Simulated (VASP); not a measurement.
Set up this calculation in VASP 6.6.1, as the native input.

```
Task                   : single point
Functional             : PBE
Dispersion             : D3(BJ)
Potentials or basis    : VASP PAW PBE potentials, release 64 (Se, In_d)
Cutoff                 : 400 eV
k mesh                 : 9 × 9 × 1
Occupations            : gaussian, width 0.05 eV
Spin                   : no spin polarisation
Dipole correction      : yes
Further INCAR settings : ALGO = Normal; EDIFF = 1e-06; NBANDS = 48; NELMDL = -8
```

The structure of InSe lies in POSCAR:

```
InSe
1.0
    4.0266103653      0.0000000000      0.0000000000
   -2.0133051827      3.4871468675      0.0000000000
    0.0000000000      0.0000000000     28.2707107737
Se In
4 4
Direct
    0.0000000000      0.0000000000      0.1591753400
    0.0000000000      0.0000000000      0.3496677344
    0.0000000000      0.8888888889      0.4738244996
    0.0000000000      0.8888888889      0.6643168940
    0.6666666667      0.3333333333      0.2049979902
    0.6666666667      0.3333333333      0.3038451596
    0.6666666667      1.2222222222      0.5196471499
    0.6666666667      1.2222222222      0.6184943192
```

This cell differs from its parent crystal: layers slid over each other.

These files were run (other wordings do the same):

INCAR

```
ALGO = Normal ; DIPOL = 0.5 0.5 0.412
EDIFF = 1E-6 ; ENCUT = 400
GGA = PE ; GGA_COMPAT = False
IDIPOL = 3 ; ISIF = 2
ISMEAR = 0 ; IVDW = 12
LASPH = True ; LCHARG = False
LDIPOL = True ; LREAL = False
LWAVE = False ; NBANDS = 48
NELM = 120 ; NELMDL = -8
PREC = Accurate ; SIGMA = 0.05
```

KPOINTS

```
k-points
0
Gamma
  9 9 1
```

Potentials or basis: VASP PAW PBE potentials, release 64 (Se, In_d).

Launch:

```sh
$ cat potpaw_PBE.64/Se/POTCAR potpaw_PBE.64/In_d/POTCAR > POTCAR
$ mpirun -np 1 vasp_std > vasp.out
```

It gave:

| Quantity | Value |
| --- | --- |
| Largest force | 0.055 eV/Å |
| Band gap on the k mesh | 1.11 eV (least direct gap 1.17 eV) |
| Dispersion energy per atom | -0.249 eV |

Caveat: the cell differs from its parent crystal (layers slid over each other); spin-orbit coupling is left out, which moves the levels of the heavy elements.

Run time: 6.4 min on 1 thread of Intel(R) Xeon(R) 6975P-C (Granite Rapids), with other jobs on the host, peak memory 0.53 GiB.
